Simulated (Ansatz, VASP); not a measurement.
# BeS in VASP and in Ansatz

```
Be S
1.0
     0.00000    2.43431    2.43431
     2.43431    0.00000    2.43431
     2.43431    2.43431    0.00000
Be S
1 1
Direct
  0.00000 0.00000 0.00000
  0.75000 0.75000 0.75000
```

Alike in both runs: task single point; functional HSE06; k mesh 6 × 6 × 6; no spin polarisation.

|  | VASP | Ansatz |
| --- | --- | --- |
| version | VASP 6.6.1 | Ansatz 0.2.0 |
| potentials or method | VASP PAW PBE potentials, release 64 (Be, S) | plane waves, PAW |
| plane-wave cutoff (eV) | 520 | 420 |
| occupations | gaussian, width 0.01 eV | fixed |
| valence electrons in the cell | 8 | 8 |

```tsv
	VASP	Ansatz	Ansatz less VASP
gap on the k mesh at the Fermi level (eV)	4.08	4.09	+0.009
pressure (GPa)	-1.1	-0.9	+0.14
```

Ansatz's warnings: stress exchange threshold loose, stress scf threshold loose.
